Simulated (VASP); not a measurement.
# CdS (P1) in VASP: single point with PBEsol

Aim: the single point of CdS with PBEsol.

Program: VASP 6.6.1. These are calculated values, not measurements. Logs are shortened: lines on timing, memory, paths and dates and some standing lists are left out, and cuts for length are marked.

## 1. The cell of the first run

The typed cell holds 16 atoms: a = 7.682 Å, b = 7.682 Å, c = 6.445 Å, α = 90.00°, β = 90.00°, γ = 120.00°.

## 2. Single point, PBEsol

File INCAR:

```
ALGO = Normal
EDIFF = 1E-6
ENCUT = 520
GGA = PS
ISIF = 2
ISMEAR = -1
LASPH = True
LCHARG = False
LREAL = Auto
LWAVE = False
NBANDS = 86
NELM = 100
PREC = Accurate
SIGMA = 0.026
```

File KPOINTS:

```
k-points
0
Gamma
  3 3 3
```

File POSCAR:

```
CdS
1.0
    7.6820831481      0.0000000001      0.0000000000
   -3.8410415741      6.6528791602      0.0000000000
    0.0000000000      0.0000000000      6.4452706236
Cd S
8 8
Direct
    0.0069134471      0.0046223596     -0.0008534940
    0.0099393003      0.0078060940      0.4953160521
   -0.0121777797      0.5028639360      0.0073318876
    0.0062511439      0.4944681725      0.4968322026
    0.4954162128     -0.0046277708      0.0089198737
    0.4951032972     -0.0045186451      0.4903566017
    0.4958480640      0.5039206213      0.0023781779
    0.5008187916      0.4949632964      0.4990547625
    0.1790120855      0.3418413209      0.2514181475
    0.3207203055      0.1445108166      0.7494243892
    0.1628828554      0.8418275554      0.2692021951
    0.3398396992      0.6544617594      0.7350032724
    0.6657218564      0.3554847372      0.2449887820
    0.8286205258      0.1753768514      0.7470791036
    0.6744060109      0.8389008526      0.2413698494
    0.8325377691      0.6632181186      0.7390837838
```

Potentials or basis: VASP PAW PBE potentials, release 64 (Cd, S).

The run is started by

```bash
$ cat potpaw_PBE.64/Cd/POTCAR potpaw_PBE.64/S/POTCAR > POTCAR
$ mpirun -np 1 vasp_std > vasp.out
```

OUTCAR:

```text
EDIFF = 1E-6
   ENCUT = 520
   GGA = PS
   ISIF = 2
   ISMEAR = -1
   LASPH = True
   LREAL = Auto
   NELM = 100
   PREC = Accurate

 ion  position               nearest neighbor table
   1  0.007  0.005  0.999-  10 2.64  15 2.71  11 2.74   9 2.77  16 2.82  14 2.83   2 3.20   2 3.25
                             3 3.78
   2  0.010  0.008  0.495-  11 2.57  10 2.64   9 2.72  15 2.77  16 2.78  14 2.83   1 3.20   1 3.25
                             4 3.75   8 3.76   6 3.78
   3  0.988  0.503  0.007-  13 2.64  16 2.72  14 2.75  11 2.82   9 2.82  12 2.93   4 3.16   4 3.30
                             7 3.78   1 3.78
   4  0.006  0.494  0.497-  14 2.67   9 2.68  12 2.70  11 2.74  16 2.76  13 2.80   3 3.16   3 3.30
                             2 3.75
   5  0.495  0.995  0.009-  15 2.69  10 2.73  11 2.78  14 2.79  13 2.84  12 2.88   6 3.10   6 3.34
                             7 3.78
   6  0.495  0.995  0.490-  11 2.63  10 2.73  15 2.75  12 2.77  14 2.77  13 2.87   5 3.10   5 3.34
                             2 3.78
   7  0.496  0.504  0.002-  13 2.63   9 2.65  12 2.67  15 2.71  16 2.81  10 2.89   8 3.20   8 3.25
                             5 3.78   3 3.78
   8  0.501  0.495  0.499-  13 2.61  12 2.62   9 2.67  16 2.70  15 2.83  10 2.84   7 3.20   7 3.25
                             2 3.76
   9  0.179  0.342  0.251-   7 2.65   8 2.67   4 2.68   2 2.72   1 2.77   3 2.82
  10  0.321  0.145  0.749-   1 2.64   2 2.64   6 2.73   5 2.73   8 2.84   7 2.89
  11  0.163  0.842  0.269-   2 2.57   6 2.63   4 2.74   1 2.74   5 2.78   3 2.82
  12  0.340  0.654  0.735-   8 2.62   7 2.67   4 2.70   6 2.77   5 2.88   3 2.93
  13  0.666  0.355  0.245-   8 2.61   7 2.63   3 2.64   4 2.80   5 2.84   6 2.87
  14  0.829  0.175  0.747-   4 2.67   3 2.75   6 2.77   5 2.79   2 2.83   1 2.83
  15  0.674  0.839  0.241-   5 2.69   1 2.71   7 2.71   6 2.75   2 2.77   8 2.83
  16  0.833  0.663  0.739-   8 2.70   3 2.72   4 2.76   2 2.78   7 2.81   1 2.82

  LATTYP: Found a hexagonal cell.
 ALAT       =     7.6820831481
 C/A-ratio  =     0.8390003726

  Lattice vectors:

 A1 = (   7.6820831481,   0.0000000001,   0.0000000000)
 A2 = (  -3.8410415741,   6.6528791602,   0.0000000000)
 A3 = (   0.0000000000,   0.0000000000,   6.4452706236)

Analysis of symmetry for initial positions (statically):
=====================================================================
 Subroutine PRICEL returns:
 Original cell was already a primitive cell.

 Routine SETGRP: Setting up the symmetry group for a
 hexagonal supercell.

 Subroutine GETGRP returns: Found  1 space group operations
 (whereof  1 operations were pure point group operations)
 out of a pool of 24 trial point group operations.

The static configuration has the point symmetry C_1 .

Analysis of symmetry for dynamics (positions and initial velocities):
=====================================================================
 Subroutine PRICEL returns:
 Original cell was already a primitive cell.

 Routine SETGRP: Setting up the symmetry group for a
 hexagonal supercell.

 Subroutine GETGRP returns: Found  1 space group operations
 (whereof  1 operations were pure point group operations)
 out of a pool of 24 trial point group operations.

The dynamic configuration has the point symmetry C_1 .

 Subroutine INISYM returns: Found  1 space group operations
 (whereof  1 operations are pure point group operations),
 and found     1 'primitive' translations

----------------------------------------------------------------------------------------

                                     Primitive cell

  volume of cell :     329.4047

  direct lattice vectors                    reciprocal lattice vectors
     7.682083148  0.000000000  0.000000000     0.130173025  0.075155431  0.000000000
    -3.841041574  6.652879160  0.000000000    -0.000000000  0.150310862  0.000000000
     0.000000000  0.000000000  6.445270624     0.000000000  0.000000000  0.155152523

  length of vectors
     7.682083148  7.682083148  6.445270624     0.150310862  0.150310862  0.155152523

  position of ions in fractional coordinates (direct lattice)
     0.006913447  0.004622360  0.999146506
     0.009939300  0.007806094  0.495316052
     0.987822220  0.502863936  0.007331888
     0.006251144  0.494468172  0.496832203
     0.495416213  0.995372229  0.008919874
     0.495103297  0.995481355  0.490356602
[... 8 lines left out ...]
     0.674406011  0.838900853  0.241369849
     0.832537769  0.663218119  0.739083784

  ion indices of the primitive-cell ions
   primitive index   ion index
                 1           1
                 2           2
                 3           3
                 4           4
                 5           5
                 6           6
[... 8 lines left out ...]
                15          15
                16          16

----------------------------------------------------------------------------------------

 KPOINTS: k-points

Automatic generation of k-mesh.
 Grid dimensions read from file:
 generate k-points for:    3    3    3

 Generating k-lattice:

  Cartesian coordinates                     Fractional coordinates (reciprocal lattice)
     0.043391008  0.025051810  0.000000000     0.333333333  0.000000000  0.000000000
    -0.000000000  0.050103621  0.000000000     0.000000000  0.333333333  0.000000000
     0.000000000  0.000000000  0.051717508     0.000000000  0.000000000  0.333333333

  Length of vectors
     0.050103621  0.050103621  0.051717508

  Shift w.r.t. Gamma in fractional coordinates (k-lattice)
     0.000000000  0.000000000  0.000000000

 Subroutine IBZKPT returns following result:
 ===========================================

 Found     14 irreducible k-points:

 Following reciprocal coordinates:
            Coordinates               Weight
  0.000000  0.000000  0.000000      1.000000
  0.333333  0.000000  0.000000      2.000000
  0.000000  0.333333  0.000000      2.000000
 -0.333333  0.333333  0.000000      2.000000
  0.333333  0.333333  0.000000      2.000000
  0.000000  0.000000  0.333333      2.000000
  0.333333  0.000000  0.333333      2.000000
  0.000000  0.333333  0.333333      2.000000
 -0.333333  0.333333  0.333333      2.000000
 -0.333333 -0.000000  0.333333      2.000000
 -0.000000 -0.333333  0.333333      2.000000
  0.333333 -0.333333  0.333333      2.000000
  0.333333  0.333333  0.333333      2.000000
 -0.333333 -0.333333  0.333333      2.000000
   k-points           NKPTS =     14   k-points in BZ     NKDIM =     14   number of bands    NBANDS=     86
   number of dos      NEDOS =    301   number of ions     NIONS =     16
   total plane-waves  NPLWV = 172800
   dimension x,y,z NGX =    60 NGY =   60 NGZ =   48
   dimension x,y,z NGXF=   120 NGYF=  120 NGZF=   96
   ions per type =               8   8
   NGX,Y,Z   is equivalent  to a cutoff of  12.98, 12.98, 12.38 a.u.
   NGXF,Y,Z  is equivalent  to a cutoff of  25.97, 25.97, 24.76 a.u.
 SYSTEM =  unknown system
   PREC   = accura    normal or accurate (medium, high low for compatibility)
   ISTART =      0    job   : 0-new  1-cont  2-samecut
   ICHARG =      2    charge: 1-file 2-atom 10-const
   ISPIN  =      1    spin polarized calculation?
   LNONCOLLINEAR =      F non collinear calculations
   LSORBIT =      F    spin-orbit coupling
   LASPH  =      T    aspherical Exc in radial PAW
   ENCUT  =  520.0 eV  38.22 Ry    6.18 a.u.  14.28 14.28 11.98*2*pi/ulx,y,z
   NELM   =    100;   NELMIN=  2; NELMDL= -5     # of ELM steps
   EDIFF  = 0.1E-05   stopping-criterion for ELM
   LREAL  =      T    real-space projection
   EDIFFG = 0.1E-04   stopping-criterion for IOM
   NSW    =      0    number of steps for IOM
   IBRION =     -1    ionic relax: 0-MD 1-quasi-New 2-CG
   NFREE  =      0    steps in history (QN), initial steepest desc. (CG)
   ISIF   =      2    stress and relaxation
   ISYM   =      2    0-nonsym 1-usesym 2-fastsym
   POTIM  = 0.5000    time-step for ionic-motion
   TEBEG  =    0.0;   TEEND  =   0.0 temperature during run
   PSTRESS=    0.0 pullay stress
   NELECT =     144.0000    total number of electrons
   NUPDOWN=      -1.0000    fix difference up-down
   EMIN   =  10.00;   EMAX   =-10.00  energy-range for DOS
   EFERMI =   0.00;   METHOD = LEGACY
   ISMEAR =    -1;   SIGMA  =   0.03  broadening in eV -4-tet -1-fermi 0-gaus
   EFERMI_NEDOS =   21; number of points for ismear=-14 and -15
   IALGO  =     38    algorithm
   IMIX   =      4    mixing-type and parameters
     AMIX     =   0.40;   BMIX     =  1.00
     AMIX_MAG =   1.60;   BMIX_MAG =  1.00
  volume/ion in A,a.u.               =      20.59       138.93
  Fermi-wavevector in a.u.,A,eV,Ry     =   1.242469  2.347927 21.003727  1.543730
  Thomas-Fermi vector in A             =   2.376823
   LORBIT       =      0    0 simple, 1 ext, 2 COOP (PROOUT), +10 PAW based schemes
   GGA     = PS    functional components
   LHFCALC =     F    Hartree Fock is set to
   AEXX    =    0.0000 exact exchange contribution
   IVDW    =     0    specifies the selected vdW correction
   LEPSILON=     F    determine dielectric tensor
   LRPA    =     F    only Hartree local field effects (RPA)
 non-spin polarized calculation
  energy-cutoff  :      520.00
  volume of cell :      329.40
 maximum number of plane-waves:      8892
 NGX is ok and might be reduce to    60
   NGX = 29   NGY = 29   NGZ = 23

 number of electron     143.9999990 magnetization

 Free energy of the ion-electron system (eV)
  ---------------------------------------------------
  ext. energy  EPLUGINS =         0.00000000
  ---------------------------------------------------
  free energy    TOTEN  =       -52.05103434 eV

  energy without entropy =      -52.05102060  energy(sigma->0) =      -52.05102747

 E-fermi :   3.1075     XC(G=0): -10.5452

 val. band max:        2.8810278489   @ k =   0.0000   0.0000   0.0000
 cond. band min:       3.3132857495   @ k =   0.0000   0.0000   0.0000
 fundamental gap:      0.4322579006
 Fermi energy:         3.1074701962

 k-point     1 :       0.0000    0.0000    0.0000
  band No.  band energies     occupation
      1     -10.0953      2.00000
      2      -9.2898      2.00000
      3      -9.2108      2.00000
      4      -9.1854      2.00000
      5      -8.9527      2.00000
      6      -8.8808      2.00000
[... 1207 lines left out ...]
     83       8.3097      0.00000
     84       8.4284      0.00000
 [bands above 84 left out]

------------------------ aborting loop because EDIFF is reached ----------------------------------------

  FORCE on cell =-STRESS in cart. coord.  units (eV):
  Direction    XX          YY          ZZ          XY          YZ          ZX
  --------------------------------------------------------------------------------------
  -------------------------------------------------------------------------------------
  Total       -2.2270915     -2.3304620     -2.9526977      0.1660503      0.2659012     -0.3937652
  in kB      -10.8322544    -11.3350335    -14.3614992      0.8076451      1.2933051     -1.9152174
  external PRESSURE =     -12.1762624 kB  Pullay stress =       0.0000000 kB

 VOLUME and BASIS-vectors are now :
 -----------------------------------------------------------------------------
  energy-cutoff  :      520.00
  volume of cell :      329.40
      direct lattice vectors                 reciprocal lattice vectors
     7.682083148  0.000000000  0.000000000     0.130173025  0.075155431  0.000000000
    -3.841041574  6.652879160  0.000000000    -0.000000000  0.150310862  0.000000000
     0.000000000  0.000000000  6.445270624     0.000000000  0.000000000  0.155152523

 POSITION                                       TOTAL-FORCE (eV/Angst)
 -----------------------------------------------------------------------------------
      0.03536      0.03075      6.43977        -0.264981     -0.065668     -0.207134
      0.04637      0.05193      3.19245        -0.466279     -0.056877      0.382232
      5.65701      3.34549      0.04726         0.133185      0.048517     -0.320655
     -1.85125      3.28964      3.20222        -0.179367      0.101992      0.234242
     -0.01744      6.62209      0.05749         0.050707      0.084816     -0.271963
     -0.02026      6.62282      3.16048         0.274471      0.076223      0.344542
[... 8 lines left out ...]
      1.95859      5.58111      1.55569        -0.179350      0.289565     -0.056486
      3.84818      4.41231      4.76360         0.032869      0.137913      0.263440
 -----------------------------------------------------------------------------------
    total drift:                               -0.000453      0.000446      0.000000

  FREE ENERGIE OF THE ION-ELECTRON SYSTEM (eV)
  ---------------------------------------------------
  free  energy   TOTEN  =       -52.0510343385 eV

  energy  without entropy=      -52.0510206004  energy(sigma->0) =      -52.05102747
```

It took 9.6 min on 1 thread of Intel Xeon Platinum 8375C at 2.90GHz (Ice Lake), shared host; peak memory 0.55 GiB.

What came out:

| Item | Value |
| --- | --- |
| Free energy | -52.0510 eV |
| Pressure | -1.2 GPa |
| Largest force | 0.897 eV/Å |
| Band gap on the k mesh | 0.43 eV |

Forces on the atoms (eV/Å):
```
Cd  -0.265 -0.066 -0.207
Cd  -0.466 -0.057  0.382
Cd   0.133  0.049 -0.321
Cd  -0.179  0.102  0.234
Cd   0.051  0.085 -0.272
Cd   0.274  0.076  0.345
Cd   0.123  0.058 -0.444
Cd   0.110  0.098  0.305
S   -0.442 -0.175 -0.209
S    0.239  0.384  0.252
S    0.465 -0.406 -0.650
S   -0.328  0.298  0.371
S    0.324 -0.650  0.007
S    0.110 -0.223  0.000
S   -0.179  0.290 -0.056
S    0.033  0.138  0.263
```

Levels at points of the mesh, in eV from the valence-band top:
```
           k point  band 68  band 69  band 70  band 71  band 72  band 73  band 74  band 75  band 76  band 77
(0.00, 0.00, 0.00)    -0.17    -0.14    -0.11    -0.08     0.00     0.43     2.18     2.28     2.75     3.18
```

Caveat: the PAW data sets were made with another functional, which shifts forces and pressure a little.
